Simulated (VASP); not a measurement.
Runs of VASP 6.6.1 on Cd2Se. The structure is that of space group F-43m (No. 216), or close to it. The cells are those of the table. 

```tsv
task	cell	k mesh	cutoff (eV)	smearing	gap on the mesh (eV)	pressure (GPa)	relaxed volume (Å³/atom)
single point	a = 4.903 Å, angles 60.0°, 3 atoms	4 × 4 × 4	520	gaussian 0.1 eV	0.21	(a)	-
relaxation of cell and atoms	relaxed from a = 4.903 Å, angles 60.0°, 3 atoms	4 × 4 × 4	600	gaussian 0.1 eV	(b)	-0.1	26.59
single point	a = 4.823 Å, angles 60.0°, 3 atoms	4 × 4 × 4	520	gaussian 0.1 eV	0.27	0.2	-
single point	a = 4.840 Å, angles 60.0°, 3 atoms	10 × 10 × 10	520	gaussian 0.01 eV	0.40	0.2	-
relaxation of cell and atoms	relaxed from a = 4.823 Å, angles 60.0°, 3 atoms	10 × 10 × 10	600	gaussian 0.01 eV	0.40	0.0	26.80
```

Alike in all rows: level PBE; potentials or basis VASP PAW PBE potentials, release 64 (Cd, Se); no spin polarisation.

Task: Estimate the missing entries.

Result: (a) -1.7; (b) 0.26.

A k mesh can miss the band edges, and the runs leave out spin-orbit coupling on Cd, Se.
